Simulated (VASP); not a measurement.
The system is W3N4.

```
CELL_PARAMETERS angstrom
4.16676 0.00000 0.00000
0.00000 4.16676 0.00000
0.00000 0.00000 4.16676
ATOMIC_POSITIONS crystal
N 0.50000 0.50000 0.50000
N 0.50000 0.00000 0.00000
N 0.00000 0.50000 0.00000
N 0.00000 0.00000 0.50000
W 0.50000 0.50000 0.00000
W 0.00000 0.50000 0.50000
W 0.50000 0.00000 0.50000
```

| Item | Value |
| --- | --- |
| Program | VASP 6.6.1 |
| Task | relaxation of cell and atoms |
| Functional | r2SCAN |
| Potentials or basis | VASP PAW PBE potentials, release 64 (N, W_sv) |
| Cutoff | 600 eV |
| k mesh | 8 × 8 × 8 |
| Occupations | fermi-dirac, width 0.1083 eV |
| Spin | no spin polarisation |
| Hubbard terms | W d U = 2.56 eV |

At the start: pressure 15.9 GPa; volume 10.33 Å³/atom.

Task: Where does the relaxation end?

Result: Over 4 steps the energy falls by 20.4 meV/atom and the volume is 10.76 Å³/atom (+4.2 %); space group Pm-3m (No. 221, to 0.1 Å) before and after.

Step by step:
| step | energy change (eV) | largest force (eV/Å) | pressure (GPa) | volume (Å³) |
| --- | --- | --- | --- | --- |
| 1 | 0.0000 | 0.0000 | 15.85 | 72.34 |
| 2 | 0.6902 | 0.0000 | -29.45 | 83.59 |
| 3 | -0.1427 | 0.0000 | -0.58 | 75.46 |
| 4 | -0.1430 | 0.0000 | -0.03 | 75.35 |

Final structure:
```xyz
7
Lattice="4.2236 0.0000 0.0000 0.0000 4.2236 0.0000 0.0000 0.0000 4.2236" Properties=species:S:1:pos:R:3 pbc="T T T"
N     2.1118    2.1118    2.1118
N     2.1118    0.0000    0.0000
N     0.0000    2.1118    0.0000
N     0.0000    0.0000    2.1118
W     2.1118    2.1118    0.0000
W     0.0000    2.1118    2.1118
W     2.1118    0.0000    2.1118
```

Caveat: the PAW data sets were made with another functional, which shifts forces and pressure a little; U without spin polarisation on a metal has little footing.
